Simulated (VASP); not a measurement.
A run of VASP 6.6.1 is set up as follows.

INCAR

```
ALGO     = Normal         # electronic algorithm
EDIFF    = 1E-6           # SCF threshold, eV
ENCUT    = 520            # plane-wave cutoff, eV
ISIF     = 2              # what is computed and relaxed
ISMEAR   = -1             # smearing method
LASPH    = True           # aspherical terms in the spheres
LCHARG   = True           # write CHGCAR
LELF     = True           # ELF
LREAL    = False          # projectors in reciprocal space
LVHAR    = True         
LWAVE    = False          # write WAVECAR
NBANDS   = 11             # bands
NELM     = 80             # most SCF steps
PREC     = Accurate       # precision mode
SIGMA    = 0.05           # smearing width, eV
```

File KPOINTS:

```
k-points
0
Gamma
  8 8 8
```

The input POSCAR:

```
MgS
1.0
    0.0000000000      2.8886855272      2.8886855272
    2.8886855272      0.0000000000      2.8886855272
    2.8886855272      2.8886855272      0.0000000000
S Mg
1 1
Direct
    0.2500000000      0.2500000000      0.2500000000
    0.0000000000      0.0000000000      0.0000000000
```

Potentials or basis: VASP PAW LDA potentials, release 64 (S, Mg).

Launch:

```bash
$ cat potpaw_LDA.64/S/POTCAR potpaw_LDA.64/Mg/POTCAR > POTCAR
$ mpirun -np 1 vasp_std > vasp.out
```

Task: Estimate the pressure.

Result: -5.2 GPa.

Task: What does it give for the band gap on the k mesh?

Result: 2.90 eV, direct.
